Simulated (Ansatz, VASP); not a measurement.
## GaP in VASP and in Ansatz

```xyz
2
Lattice="0.0000 2.8070 2.8070 2.8070 0.0000 2.8070 2.8070 2.8070 0.0000" Properties=species:S:1:pos:R:3 pbc="T T T"
Ga    0.0000    0.0000    0.0000
P     1.4035    1.4035    1.4035
```

Change from the starting cell: volume scaled by 1.06, PAW files.

Alike in both runs: task electric field gradients; functional PBE; k mesh 13 × 13 × 13; occupations fermi-dirac, width 0.03 eV; no spin polarisation.

```csv
,VASP,Ansatz
version,VASP 6.6.1,Ansatz 0.2.0
potentials or method,"VASP PAW PBE potentials, release 64 (Ga_d, P)","PAW with Ansatz's default frozen-core files, scalar-relativistic"
plane-wave cutoff (eV),520,420
valence electrons in the cell,18,18
```

```csv
,VASP,Ansatz,Ansatz less VASP
gap on the k mesh at the Fermi level (eV),1.11,1.11,+0.004
pressure (GPa),-3.9,-3.9,-0.01
```
